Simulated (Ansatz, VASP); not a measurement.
**C: VASP beside Ansatz**

```
C
1.0
     1.28943    0.74445    3.51436
    -1.28943    0.74445    3.51436
     0.00000   -1.48890    3.51436
C
2
Direct
  0.16400 0.16400 0.16400
  0.83600 0.83600 0.83600
```

Change from the starting cell: strain +0.050 along x and y, +0.050 along z, atoms carried along.

Alike in both runs: task single point; functional LDA; k mesh 12 × 12 × 12; occupations gaussian, width 0.05 eV; no spin polarisation.

|  | VASP | Ansatz |
| --- | --- | --- |
| version | VASP 6.6.1 | Ansatz 0.2.0 |
| potentials or method | VASP PAW LDA potentials, release 64 (C), cutoff 520 eV | scalar-relativistic, plane waves, PAW |
| valence electrons in the cell | 8 | 8 |

|  | VASP | Ansatz | Ansatz less VASP |
| --- | --- | --- | --- |
| gap on the k mesh at the Fermi level (eV) | 0.62 | 0.62 | -0.001 |
| least direct gap on the mesh (eV) | 0.62 | 0.62 | -0.001 |
| pressure (GPa) | -34.6 | -35.2 | -0.60 |
| traceless stress, the component that is largest in VASP (GPa) | 32.91 | 33.61 | +0.703 |
| rms of the force components (eV/Å) | 0.538 | 0.541 | +0.0030 |

LDA's correlation is that of Perdew and Zunger in VASP and of Perdew and Wang (1992) in Ansatz. Atom by atom the forces differ by 0.003 eV/Å (rms over components). Both programs put the cell under strong tension, so it lies far from rest at this level.

Noted on VASP's run: the cell as given lies far from equilibrium.
